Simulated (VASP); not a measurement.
## TiB: single point with PBEsol

Crystal: TiB.

```
Ti B
1.0
     0.00000    2.43858    2.43858
     2.43858    0.00000    2.43858
     2.43858    2.43858    0.00000
Ti B
1 1
Direct
  0.75000 0.75000 0.75000
  0.00000 0.00000 0.00000
```

- Program: VASP 6.6.1
- Task: single point
- Functional: PBEsol
- Potentials or basis: VASP PAW PBE potentials, release 64 (Ti_sv, B)
- Cutoff: 520 eV
- k mesh: 14 × 14 × 14
- Occupations: gaussian, width 0.1 eV
- Spin: no spin polarisation
- Dipole correction: no
- Further INCAR settings: ALGO = Normal; EDIFF = 1e-07; NBANDS = 14

```yaml
Pressure: 2.0 GPa
```

Levels at points of the mesh, in eV from the Fermi level:
| k point | band 5 | band 6 | band 7 | band 8 | band 9 | band 10 | band 11 | band 12 |
| --- | --- | --- | --- | --- | --- | --- | --- | --- |
| (0.00, 0.00, 0.00) | -7.87 | -1.04 | -1.04 | -1.04 | 2.23 | 2.23 | 8.47 | 8.83 |
| (0.50, 0.00, 0.00) | -5.45 | -2.37 | -0.59 | -0.59 | 2.67 | 2.67 | 3.42 | 6.69 |
| (0.50, 0.50, 0.00) | -4.58 | -2.96 | 0.63 | 0.94 | 0.94 | 2.98 | 3.95 | 3.95 |

Wall time 27 s on 1 thread of Intel(R) Xeon(R) 6975P-C (Granite Rapids), on a shared host, peak memory 0.18 GiB.

Caveat: the PAW data sets were made with another functional, which shifts forces and pressure a little.
